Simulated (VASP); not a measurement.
A run of VASP 6.6.1:

INCAR

```
SYSTEM = Sn3TeS2
ALGO = Normal
EDIFF = 1E-6
ENCUT = 520
GGA = PE
ISIF = 2
ISMEAR = 0
LASPH = .True.
LCHARG = .True.
LELF = .True.
LREAL = .False.
LVHAR = .True.
LWAVE = .False.
NBANDS = 39
NELM = 60
PREC = Accurate
SIGMA = 0.15
```

File KPOINTS:

```
k-points
0
Gamma
  4 4 4
  0 0 0
```

Contents of POSCAR:

```
Sn3TeS2
1.0
   -2.1479102183      2.1479102183      9.0038188270
    2.1479102183     -2.1479102183      9.0038188270
    2.1479102183      2.1479102183     -9.0038188270
Sn Te S
3 1 2
Direct
    0.1759354383      0.1759354383      0.0000000000
    0.8240645617      0.8240645617      0.0000000000
    0.5000000000      0.5000000000      0.0000000000
    0.0000000000      0.0000000000      0.0000000000
    0.3341902796      0.3341902796      0.0000000000
    0.6658097204      0.6658097204      0.0000000000
```

Potentials or basis: VASP PAW PBE potentials, release 64 (Sn_d, Te, S).

Command:

```console
$ cat potpaw_PBE.64/Sn_d/POTCAR potpaw_PBE.64/Te/POTCAR potpaw_PBE.64/S/POTCAR > POTCAR
$ mpirun -np 1 vasp_std > vasp.out
```

Hardware: 1 thread of Intel Xeon 8259CL, with other jobs on the host.

Problem. How long does it take, and how much memory?

Solution. It took 7.9 min on 1 thread of Intel Xeon 8259CL, with other jobs on the host, peak memory 0.74 GiB. Counts: scf iterations 14, k points 13.
